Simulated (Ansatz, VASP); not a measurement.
Two plane-wave programs on Ti

```
CELL_PARAMETERS angstrom
0.00000 -2.02792 -2.02792
-2.02792 0.00000 -2.02792
2.02792 2.02792 -4.05584
ATOMIC_POSITIONS crystal
Ti 0.50534 0.50534 0.48399
Ti 0.99466 0.99466 0.01601
```

Change from the starting cell: mode 6 (178.2 1/cm) frozen in, largest displacement +0.075 Å.

Alike in both runs: task single point; functional PBEsol; k mesh 24 × 24 × 24; occupations gaussian, width 0.15 eV; no spin polarisation.

|  | VASP | Ansatz |
| --- | --- | --- |
| version | VASP 6.6.1 | Ansatz 0.2.0 |
| potentials or method | VASP PAW PBE potentials, release 64 (Ti_sv), cutoff 520 eV | scalar-relativistic, plane waves, PAW |
| valence electrons in the cell | 24 | 24 |

Ansatz gave:

- gap on the k mesh at the Fermi level (eV): none
- pressure (GPa): 1.2
- traceless stress, the component that is largest in VASP (GPa): 0.20
- rms of the force components (eV/Å): 0.342

Question: What did VASP give for the same quantities?

Answer: gap on the k mesh at the Fermi level (eV): none; pressure (GPa): 0.7; traceless stress, the component that is largest in VASP (GPa): 0.21; rms of the force components (eV/Å): 0.339.

VASP's potentials were made for PBE, not for PBEsol. Atom by atom the forces differ by 0.003 eV/Å (rms over components). A gap of «none» marks a metal or a gap that the smearing closes.
